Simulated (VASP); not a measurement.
# GaN (Imm2) in VASP: notebook

The runs below take GaN through single point, with PBEsol.

All numbers are computed with VASP 6.6.1; they aren't measurements. Logs are shortened: lines on timing, memory, paths and dates and some standing lists are left out, and cuts for length are marked.

### 1 The cell of the first run

The structure is orthorhombic, space group Imm2 (No. 44). Conventional cell: a = 3.138 Å, b = 3.267 Å, c = 4.620 Å, α = 90.00°, β = 90.00°, γ = 90.00°. Ga (site symmetry mm2) has 4 N at 1.96 to 1.99 Å within 2.6 Å. N (site symmetry mm2) has 4 Ga at 1.96 to 1.99 Å within 2.6 Å.

### 2 Single point, PBEsol

Contents of INCAR:

```
PREC = Accurate
ENCUT = 520
EDIFF = 1E-6
ISMEAR = 0
SIGMA = 0.02
LREAL = False
LASPH = True
NELM = 100
ALGO = Normal
ISIF = 2
LWAVE = False
LCHARG = False
GGA = PS
NBANDS = 36
```

Contents of KPOINTS:

```
Automatic mesh
0
Gamma
  6 5 22
```

Contents of POSCAR:

```
GaN
1.0
    5.6579528208      0.0000000000      0.0000002777
    0.0000000000      8.0015536144      0.0000060613
    0.9429922124      2.6671857049      1.5688173154
Ga N
3 3
Direct
    0.3316580056      0.6658290804      0.0000002285
    0.6649913389      0.3324957470      0.0000002285
   -0.0016753278     -0.0008375863      0.0000002285
    0.3350086611      0.4175042530     -0.0000002285
    0.6683419944      0.0841709196     -0.0000002285
    0.0016753278      0.7508375863     -0.0000002285
```

Potentials or basis: VASP PAW PBE potentials, release 64 (Ga_d, N).

Started as:

```console
$ cat potpaw_PBE.64/Ga_d/POTCAR potpaw_PBE.64/N/POTCAR > POTCAR
$ mpirun -np 1 vasp_std > vasp.out
```

OUTCAR:

```text
PREC = Accurate
   ENCUT = 520
   EDIFF = 1E-6
   ISMEAR = 0
   LREAL = False
   LASPH = True
   NELM = 100
   ISIF = 2
   GGA = PS

 ion  position               nearest neighbor table
   1  0.332  0.666  0.000-   5 1.96   4 1.96   6 1.99   4 1.99
   2  0.665  0.332  0.000-   6 1.96   5 1.96   4 1.99   5 1.99
   3  0.998  0.999  0.000-   4 1.96   6 1.96   5 1.99   6 1.99
   4  0.335  0.418  1.000-   3 1.96   1 1.96   2 1.99   1 1.99
   5  0.668  0.084  1.000-   1 1.96   2 1.96   3 1.99   2 1.99
   6  0.002  0.751  1.000-   2 1.96   3 1.96   1 1.99   3 1.99

  LATTYP: Found a triclinic cell.
 ALAT       =     5.6396737513
 B/A-ratio  =     0.8031324808
 C/A-ratio  =     0.5735894361
 COS(alpha) =     0.0281897473
 COS(beta)  =     0.2811349036
 COS(gamma) =     0.4339057282

  Lattice vectors:

 A1 = (   4.7149606084,  -2.6671857049,  -1.5688170377)
 A2 = (   1.8859844248,  -2.6671822046,   3.1376285695)
 A3 = (  -0.9429922124,  -2.6671857049,  -1.5688173154)

Analysis of symmetry for initial positions (statically):
=====================================================================
 Subroutine PRICEL returns following result:

  LATTYP: Found a body centered orthorhombic cell.
 ALAT       =     3.1376304974
 B/A-ratio  =     1.0411106683
 C/A-ratio  =     1.4723528274

  Lattice vectors:

 A1 = (  -2.8289764864,  -0.0000011670,  -1.5688153875)
 A2 = (  -0.9429920616,  -2.6671833716,   1.5688131820)
 A3 = (   0.9429922124,   2.6671857049,   1.5688173154)

   3 primitive cells build up your supercell.

 Routine SETGRP: Setting up the symmetry group for a
 triclinic supercell.

 Subroutine GETGRP returns: Found  1 space group operations
 (whereof  1 operations were pure point group operations)
 out of a pool of  2 trial point group operations.

The static configuration has the point symmetry C_1 .

Analysis of symmetry for dynamics (positions and initial velocities):
=====================================================================
 Subroutine PRICEL returns following result:

  LATTYP: Found a body centered orthorhombic cell.
 ALAT       =     3.1376304974
 B/A-ratio  =     1.0411106683
 C/A-ratio  =     1.4723528274

  Lattice vectors:

 A1 = (  -2.8289764864,  -0.0000011670,  -1.5688153875)
 A2 = (  -0.9429920616,  -2.6671833716,   1.5688131820)
 A3 = (   0.9429922124,   2.6671857049,   1.5688173154)

   3 primitive cells build up your supercell.

 Routine SETGRP: Setting up the symmetry group for a
 triclinic supercell.

 Subroutine GETGRP returns: Found  1 space group operations
 (whereof  1 operations were pure point group operations)
 out of a pool of  2 trial point group operations.

The dynamic configuration has the point symmetry C_1 .

 Subroutine INISYM returns: Found  1 space group operations
 (whereof  1 operations are pure point group operations),
 and found     3 'primitive' translations

----------------------------------------------------------------------------------------

                                     Primitive cell

  volume of cell :      23.6747

  direct lattice vectors                    reciprocal lattice vectors
    -2.828976486 -0.000001167 -1.568815388    -0.353484743  0.124975729 -0.000000076
    -0.942992062 -2.667183372  1.568813182    -0.176742387 -0.124975971  0.318711945
     0.942992212  2.667185705  1.568817315    -0.176742387  0.249951218  0.318711666

  length of vectors
     3.234855434  3.234853314  3.234857287     0.374927188  0.385271552  0.441916970

  position of ions in fractional coordinates (direct lattice)
     0.002513069  0.002512914  0.000000384
     0.747486931  0.247487086  0.499999616

  ion indices of the primitive-cell ions
   primitive index   ion index
                 1           1
                 2           4

----------------------------------------------------------------------------------------

 KPOINTS: Automatic mesh

Automatic generation of k-mesh.
 Grid dimensions read from file:
 generate k-points for:    6    5   22

 Generating k-lattice:

  Cartesian coordinates                     Fractional coordinates (reciprocal lattice)
     0.029457063  0.000000013 -0.017706215     0.166666667  0.000000000 -0.000000000
     0.000000002  0.024995178 -0.042494931     0.000000000  0.200000000  0.000000000
    -0.000000001 -0.000000022  0.028973804     0.000000000 -0.000000000  0.045454545

  Length of vectors
     0.034369006  0.049300893  0.028973804

  Shift w.r.t. Gamma in fractional coordinates (k-lattice)
     0.000000000  0.000000000  0.000000000

 Subroutine IBZKPT returns following result:
 ===========================================

 Found    332 irreducible k-points:

 Following reciprocal coordinates:
            Coordinates               Weight
  0.000000  0.000000  0.000000      1.000000
  0.166667 -0.000000 -0.000000      2.000000
  0.333333 -0.000000 -0.000000      2.000000
  0.500000  0.000000  0.000000      1.000000
  0.000000  0.200000  0.000000      2.000000
  0.166667  0.200000 -0.000000      2.000000
[... 16 lines left out ...]
  0.000000  0.200000  0.045455      2.000000
  0.166667  0.200000  0.045455      2.000000
 [... further k-points ...]
   k-points           NKPTS =    332   k-points in BZ     NKDIM =    332   number of bands    NBANDS=     36
   number of dos      NEDOS =    301   number of ions     NIONS =      6
   total plane-waves  NPLWV =  60480
   dimension x,y,z NGX =    42 NGY =   60 NGZ =   24
   dimension x,y,z NGXF=    84 NGYF=  120 NGZF=   48
   ions per type =               3   3
   NGX,Y,Z   is equivalent  to a cutoff of  12.34, 12.47, 12.33 a.u.
   NGXF,Y,Z  is equivalent  to a cutoff of  24.68, 24.93, 24.67 a.u.
 SYSTEM =  unknown system
   PREC   = accura    normal or accurate (medium, high low for compatibility)
   ISTART =      0    job   : 0-new  1-cont  2-samecut
   ICHARG =      2    charge: 1-file 2-atom 10-const
   ISPIN  =      1    spin polarized calculation?
   LNONCOLLINEAR =      F non collinear calculations
   LSORBIT =      F    spin-orbit coupling
   LASPH  =      T    aspherical Exc in radial PAW
   ENCUT  =  520.0 eV  38.22 Ry    6.18 a.u.  10.52 14.88  6.01*2*pi/ulx,y,z
   NELM   =    100;   NELMIN=  2; NELMDL= -5     # of ELM steps
   EDIFF  = 0.1E-05   stopping-criterion for ELM
   LREAL  =      F    real-space projection
   EDIFFG = 0.1E-04   stopping-criterion for IOM
   NSW    =      0    number of steps for IOM
   IBRION =     -1    ionic relax: 0-MD 1-quasi-New 2-CG
   NFREE  =      0    steps in history (QN), initial steepest desc. (CG)
   ISIF   =      2    stress and relaxation
   ISYM   =      2    0-nonsym 1-usesym 2-fastsym
   POTIM  = 0.5000    time-step for ionic-motion
   TEBEG  =    0.0;   TEEND  =   0.0 temperature during run
   PSTRESS=    0.0 pullay stress
   NELECT =      54.0000    total number of electrons
   NUPDOWN=      -1.0000    fix difference up-down
   EMIN   =  10.00;   EMAX   =-10.00  energy-range for DOS
   EFERMI =   0.00;   METHOD = LEGACY
   ISMEAR =     0;   SIGMA  =   0.02  broadening in eV -4-tet -1-fermi 0-gaus
   EFERMI_NEDOS =   21; number of points for ismear=-14 and -15
   IALGO  =     38    algorithm
   IMIX   =      4    mixing-type and parameters
     AMIX     =   0.40;   BMIX     =  1.00
     AMIX_MAG =   1.60;   BMIX_MAG =  1.00
  volume/ion in A,a.u.               =      11.84        79.88
  Fermi-wavevector in a.u.,A,eV,Ry     =   1.494185  2.823600 30.376201  2.232588
  Thomas-Fermi vector in A             =   2.606490
   LORBIT       =      0    0 simple, 1 ext, 2 COOP (PROOUT), +10 PAW based schemes
   GGA     = PS    functional components
   LHFCALC =     F    Hartree Fock is set to
   AEXX    =    0.0000 exact exchange contribution
   IVDW    =     0    specifies the selected vdW correction
   LEPSILON=     F    determine dielectric tensor
   LRPA    =     F    only Hartree local field effects (RPA)
 non-spin polarized calculation
 Gauss-broadening in eV      SIGMA  =   0.02
  energy-cutoff  :      520.00
  volume of cell :       71.02
 maximum number of plane-waves:      1931
   NGX = 21   NGY = 29   NGZ = 13

 number of electron      54.0000012 magnetization

 Free energy of the ion-electron system (eV)
  ---------------------------------------------------
  ext. energy  EPLUGINS =         0.00000000
  ---------------------------------------------------
  free energy    TOTEN  =       -39.24396914 eV

  energy without entropy =      -39.24396914  energy(sigma->0) =      -39.24396914

 E-fermi :   5.0364     XC(G=0): -11.7230

 val. band max:        4.9526874984   @ k =   0.0000   0.0000   0.0000
 cond. band min:       6.2227563359   @ k =   0.0000   0.0000   0.0000
 fundamental gap:      1.2700688375
 Fermi energy:         5.0364470921

 k-point     1 :       0.0000    0.0000    0.0000
  band No.  band energies     occupation
      1     -10.8577      2.00000
      2      -9.9065      2.00000
      3      -9.9065      2.00000
      4      -8.6086      2.00000
      5      -8.5906      2.00000
      6      -8.5803      2.00000
[... 28 lines left out ...]
     35      14.9742      0.00000
     36      14.9744      0.00000

 k-point     2 :       0.1667   -0.0000   -0.0000
  band No.  band energies     occupation
      1     -10.7709      2.00000
      2      -9.9612      2.00000
      3      -9.8847      2.00000
      4      -8.5933      2.00000
      5      -8.5735      2.00000
      6      -8.5597      2.00000
[... 28 lines left out ...]
     35      14.7663      0.00000
     36      15.2610      0.00000

 k-point     3 :       0.3333   -0.0000   -0.0000
  band No.  band energies     occupation
      1     -10.5450      2.00000
      2     -10.0749      2.00000
      3      -9.8802      2.00000
      4      -8.5648      2.00000
      5      -8.5433      2.00000
      6      -8.5072      2.00000
[... 28 lines left out ...]
     35      14.9116      0.00000
     36      15.3107      0.00000

 k-point     4 :       0.5000    0.0000    0.0000
  band No.  band energies     occupation
      1     -10.2778      2.00000
      2     -10.2778      2.00000
      3      -9.8805      2.00000
      4      -8.5271      2.00000
      5      -8.5270      2.00000
      6      -8.5183      2.00000
[... 28 lines left out ...]
     35      14.3904      0.00000
     36      15.5204      0.00000

 k-point     5 :       0.0000    0.2000    0.0000
  band No.  band energies     occupation
      1     -10.6838      2.00000
      2      -9.9582      2.00000
      3      -9.9179      2.00000
      4      -8.5790      2.00000
      5      -8.5658      2.00000
      6      -8.5249      2.00000
[... 655 lines left out ...]
 k-point    22 :      -0.1667   -0.0000    0.0455
  band No.  band energies     occupation
      1     -10.6442      2.00000
      2     -10.0008      2.00000
      3      -9.8865      2.00000
      4      -8.5743      2.00000
      5      -8.5619      2.00000
      6      -8.5022      2.00000
[... 28 lines left out ...]
     35      14.8020      0.00000
     36      15.2774      0.00000

 k-point    23 :       0.0000    0.2000    0.0455
  band No.  band energies     occupation
      1     -10.7980      2.00000
      2      -9.9195      2.00000
      3      -9.9068      2.00000
      4      -8.5985      2.00000
      5      -8.5765      2.00000
      6      -8.5690      2.00000
[... 28 lines left out ...]
     35      14.8823      0.00000
     36      14.9693      0.00000

 k-point    24 :       0.1667    0.2000    0.0455
  band No.  band energies     occupation
      1     -10.6822      2.00000
      2      -9.9795      2.00000
      3      -9.8909      2.00000
      4      -8.5772      2.00000
      5      -8.5652      2.00000
      6      -8.5220      2.00000
[... 28 lines left out ...]
     35      14.6952      0.00000
     36      15.3286      0.00000

 [... further k-points ...]

------------------------ aborting loop because EDIFF is reached ----------------------------------------

  FORCE on cell =-STRESS in cart. coord.  units (eV):
  Direction    XX          YY          ZZ          XY          YZ          ZX
  --------------------------------------------------------------------------------------
  -------------------------------------------------------------------------------------
  Total       -4.3810598     -4.8414206     -0.0504324      0.6527192      0.0000697      0.0003119
  in kB      -98.8289811   -109.2139099     -1.1376650     14.7241947      0.0015716      0.0070365
  external PRESSURE =     -69.7268520 kB  Pullay stress =       0.0000000 kB

 VOLUME and BASIS-vectors are now :
 -----------------------------------------------------------------------------
  energy-cutoff  :      520.00
  volume of cell :       71.02
      direct lattice vectors                 reciprocal lattice vectors
     5.657952821  0.000000000  0.000000278     0.176742377  0.000000080 -0.106237290
     0.000000000  8.001553614  0.000006061     0.000000010  0.124975890 -0.212474655
     0.942992212  2.667185705  1.568817315    -0.000000031 -0.000000483  0.637423687

 POSITION                                       TOTAL-FORCE (eV/Angst)
 -----------------------------------------------------------------------------------
      1.87651      5.32767      0.00000         0.003228      0.002534      0.000159
      3.76249      2.66048      0.00000         0.003228      0.002534      0.000159
      5.64847      7.99485      0.00001         0.003228      0.002534      0.000159
      2.83846      6.00787      1.56882        -0.003228     -0.002534     -0.000159
      4.72444      3.34068      1.56882        -0.003228     -0.002534     -0.000159
      0.95247      8.67505      1.56882        -0.003228     -0.002534     -0.000159
 -----------------------------------------------------------------------------------
    total drift:                               -0.000590      0.000952      0.001045

  FREE ENERGIE OF THE ION-ELECTRON SYSTEM (eV)
  ---------------------------------------------------
  free  energy   TOTEN  =       -39.2439691404 eV

  energy  without entropy=      -39.2439691404  energy(sigma->0) =      -39.24396914
```

Run time: 19 min. Hardware: 1 thread of Oxide Virtual Turin-like, shared host; peak memory 0.68 GiB.

What came out:

| Property | Result |
| --- | --- |
| Free energy | -39.2440 eV |
| Pressure | -7.0 GPa |
| Largest force | 0.004 eV/Å |
| Band gap on the k mesh | 1.27 eV |

Forces in eV/Å, atoms in the order of the input:
```
Ga   0.003  0.003  0.000
Ga   0.003  0.003  0.000
Ga   0.003  0.003  0.000
N   -0.003 -0.003  0.000
N   -0.003 -0.003  0.000
N   -0.003 -0.003  0.000
```

Stress tensor (GPa, compression positive):
```
 -9.88   1.47   0.00
  1.47 -10.92   0.00
  0.00   0.00  -0.11
```

Levels at points of the mesh, in eV from the valence-band top:
```
           k point  band 24  band 25  band 26  band 27  band 28  band 29  band 30  band 31
(0.00, 0.00, 0.00)    -1.96    -0.26    -0.24     0.00     1.27     5.30     5.30     7.31
(0.50, 0.00, 0.00)    -1.81    -1.81    -0.59    -0.59     3.01     4.32     4.32     6.10
(0.00, 0.00, 0.50)    -2.95    -2.40    -1.98    -1.98     3.06     5.51     5.51     6.50
(0.50, 0.00, 0.50)    -2.83    -2.82    -1.99    -1.99     3.01     5.53     5.53     6.10
```

Caveat: the cell stands under tension; the PAW data sets were made with another functional, which shifts forces and pressure a little.

(Continued in part 2 of 2.)
